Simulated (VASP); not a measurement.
The system is Te2Mo.

```xyz
6
Lattice="3.5182 0.0000 0.0000 -1.7591 3.0469 0.0000 0.0000 0.0000 13.9736" Properties=species:S:1:pos:R:3 pbc="T T T"
Te    0.0000    2.0312    8.6776
Te    1.7591    1.0156    1.6908
Te    0.0000    2.0312   12.2828
Te    1.7591    1.0156    5.2960
Mo    0.0000    2.0312    3.4934
Mo    1.7591    1.0156   10.4802
```

* Program: VASP 6.6.1
* Task: relaxation of cell and atoms
* Functional: LDA
* Potentials or basis: VASP PAW LDA potentials, release 64 (Te, Mo_sv)
* Cutoff: 600 eV
* k mesh: 12 × 12 × 2
* Occupations: fermi-dirac, width 0.02 eV
* Spin: no spin polarisation

At the start: pressure -2.8 GPa; volume 24.96 Å³/atom.

Where does the relaxation end?

Over 13 steps the energy falls by 6.8 meV/atom and the volume is 24.01 Å³/atom (-3.8 %); space group P6_3/mmc (No. 194, to 0.1 Å) before and after.

Step by step:
| step | energy change (eV) | largest force (eV/Å) | pressure (GPa) | volume (Å³) |
| --- | --- | --- | --- | --- |
| 1 | 0.0000 | 0.2405 | -2.81 | 149.79 |
| 2 | 0.0703 | 0.8889 | 5.25 | 140.50 |
| 3 | -0.0332 | 0.1395 | -0.14 | 146.34 |
| 4 | -0.0332 | 0.1473 | -0.09 | 146.27 |
| 5 | -0.0381 | 0.0644 | -0.03 | 145.56 |
| 6 | -0.0383 | 0.0418 | -0.02 | 145.37 |
| 7 | -0.0388 | 0.0305 | -0.06 | 145.27 |
| 8 | -0.0400 | 0.0018 | -0.21 | 144.99 |
| 9 | -0.0400 | 0.0667 | -0.47 | 144.42 |
| 10 | -0.0404 | 0.0341 | -0.34 | 144.71 |
| 11 | -0.0406 | 0.0255 | -0.28 | 144.56 |
| 12 | -0.0410 | 0.0003 | -0.06 | 144.14 |
| 13 | -0.0410 | 0.0063 | -0.02 | 144.04 |

Final structure:
```
CELL_PARAMETERS angstrom
3.47545 0.00000 0.00000
-1.73772 3.00983 0.00000
0.00000 0.00000 13.77004
ATOMIC_POSITIONS crystal
Te 0.33333 0.66667 0.61939
Te 0.66667 0.33333 0.11939
Te 0.33333 0.66667 0.88061
Te 0.66667 0.33333 0.38061
Mo 0.33333 0.66667 0.25000
Mo 0.66667 0.33333 0.75000
```
